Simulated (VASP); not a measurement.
SnSe: single point with LDA

SnSe, a slab with vacuum:

```
CELL_PARAMETERS angstrom
4.18990 0.00000 0.00000
0.00000 4.18990 0.03142
0.00000 0.08235 10.97962
ATOMIC_POSITIONS crystal
Sn 0.50000 0.00000 0.37816
Sn 0.00000 0.50000 0.62184
Se 0.50000 0.00000 0.62178
Se 0.00000 0.50000 0.37822
```

This cell differs from its parent crystal: strain +0.0150 x Voigt [0, 0, 0, 1, 0, 0].

```yaml
Program: VASP 6.6.1
Task: single point
Functional: LDA
Potentials_or_basis: VASP PAW LDA potentials, release 64 (Sn_d, Se)
Cutoff: 500 eV
k_mesh: 6 × 6 × 4
Occupations: gaussian, width 0.05 eV
Spin: no spin polarisation
Dipole_correction: no
Further_INCAR_settings: ALGO = Normal; EDIFF = 1e-06; NBANDS = 28
```

```yaml
Largest_force: 0.050 eV/Å
Band_gap_on_the_k_mesh: 1.44 eV (least direct gap 1.50 eV)
```

Forces on the atoms (eV/Å):
```
Sn   0.000  0.007 -0.026
Sn   0.000 -0.007  0.026
Se   0.000 -0.044  0.024
Se   0.000  0.044 -0.024
```

Levels at points of the mesh, in eV from the valence-band top:
| k point | band 16 | band 17 | band 18 | band 19 | band 20 | band 21 | band 22 | band 23 | band 24 | band 25 |
| --- | --- | --- | --- | --- | --- | --- | --- | --- | --- | --- |
| (0.00, 0.00, 0.00) | -3.26 | -3.26 | -1.98 | -1.98 | -0.56 | 1.61 | 3.56 | 3.74 | 4.72 | 4.72 |
| (0.50, 0.00, 0.00) | -2.52 | -1.65 | -1.65 | -0.10 | -0.10 | 1.48 | 1.48 | 1.97 | 1.97 | 2.85 |
| (0.00, 0.50, 0.00) | -2.51 | -1.66 | -1.64 | -0.11 | -0.09 | 1.48 | 1.50 | 1.94 | 1.99 | 2.83 |
| (0.50, 0.50, 0.00) | -5.18 | -3.64 | -3.64 | -1.83 | -1.83 | 3.56 | 3.56 | 4.47 | 4.47 | 5.43 |
| (0.00, 0.00, 0.50) | -3.26 | -3.26 | -1.98 | -1.98 | -0.57 | 1.47 | 3.56 | 4.72 | 4.72 | 4.79 |
| (0.50, 0.00, 0.50) | -2.52 | -1.65 | -1.65 | -0.10 | -0.10 | 1.49 | 1.49 | 1.97 | 1.97 | 2.79 |
| (0.00, 0.50, 0.50) | -2.50 | -1.66 | -1.64 | -0.11 | -0.09 | 1.48 | 1.50 | 1.94 | 1.99 | 2.77 |
| (0.50, 0.50, 0.50) | -5.18 | -3.64 | -3.64 | -1.83 | -1.83 | 3.54 | 3.54 | 4.51 | 4.51 | 5.39 |

Run time: 2.1 min on 1 thread of AMD EPYC 9R45 96-Core Processor (Zen 5), with other jobs on the host, peak memory 0.35 GiB.

Caveat: the cell differs from its parent crystal (strain +0.0150 x Voigt [0, 0, 0, 1, 0, 0]); there is no dipole correction, which matters where the two faces differ; spin-orbit coupling is left out, which moves the levels of the heavy elements.
